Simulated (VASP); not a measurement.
Here is a VASP 6.6.1 calculation.

File INCAR:

```
PREC = Accurate ; ENCUT = 520
EDIFF = 1E-6 ; ISMEAR = 0
SIGMA = 0.15 ; LREAL = False
LASPH = True ; NELM = 100
ALGO = Normal ; ISIF = 2
LWAVE = False ; LCHARG = False
GGA = PS ; IVDW = 12
NBANDS = 12
```

Contents of KPOINTS:

```
regular mesh
0
Gamma
  20 20 20
```

The input POSCAR:

```
P
1.0
   -1.5917718938      2.3668609187      2.0992000890
    1.5917718938     -2.3668609187      2.0992000890
    1.5917718938      2.3668609187     -2.0992000890
P
2
Direct
    0.8033091100      0.0533091100      0.7500000000
    0.1966908900      0.9466908900      0.2500000000
```

Potentials or basis: VASP PAW PBE potentials, release 64 (P).

Command:

```sh
$ cat potpaw_PBE.64/P/POTCAR > POTCAR
$ mpirun -np 1 vasp_std > vasp.out
```

Q: Estimate the pressure.

A: -3.1 GPa.

Q: Predict the band gap on the k mesh.

A: Zero (bands 5 and 6 overlap by 2.18 eV).

Q: Estimate the dispersion energy per atom.

A: -0.358 eV.

Q: Predict the largest force.

A: 0.538 eV/Å.

Stress tensor (GPa, compression positive):
```
  0.38   0.00   0.00
  0.00   4.40   0.00
  0.00   0.00 -14.16
```

Caveat: the stress differs along the axes, from -14 to 4 GPa; the PAW data sets were made with another functional, which shifts forces and pressure a little.
